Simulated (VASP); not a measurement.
KCl: single point with LDA

KCl:

```
K Cl
1.0
     0.00000    3.50728    3.50728
     3.50728    0.00000    3.50728
     3.50728    3.50728    0.00000
K Cl
1 1
Direct
  0.00000 0.00000 0.00000
  0.25000 0.25000 0.25000
```

* Program: VASP 6.6.1
* Task: single point
* Functional: LDA
* Potentials or basis: VASP PAW LDA potentials, release 64 (K_sv, Cl)
* Cutoff: 520 eV
* k mesh: 4 × 4 × 4
* Occupations: gaussian, width 0.01 eV
* Spin: no spin polarisation
* Dipole correction: no
* Further INCAR settings: ALGO = Normal; EDIFF = 1e-07; NBANDS = 15

```
Pressure               : -1.2 GPa
Band gap on the k mesh : 4.47 eV (least direct gap 4.51 eV)
```

Levels at points of the mesh, in eV from the valence-band top:
```csv
k point,band 6,band 7,band 8,band 9,band 10,band 11
"(0.00, 0.00, 0.00)",-0.04,-0.04,-0.04,4.47,9.15,9.15
"(0.50, 0.00, 0.00)",-0.37,-0.01,-0.01,6.99,7.13,8.71
"(0.50, 0.50, 0.00)",-0.43,0.00,0.00,6.41,7.42,9.59
```

Run time: 11 s on 1 thread of Intel(R) Xeon(R) Platinum 8559C (Emerald Rapids), on a shared host, peak memory 0.18 GiB.

A k mesh can miss the band edges.
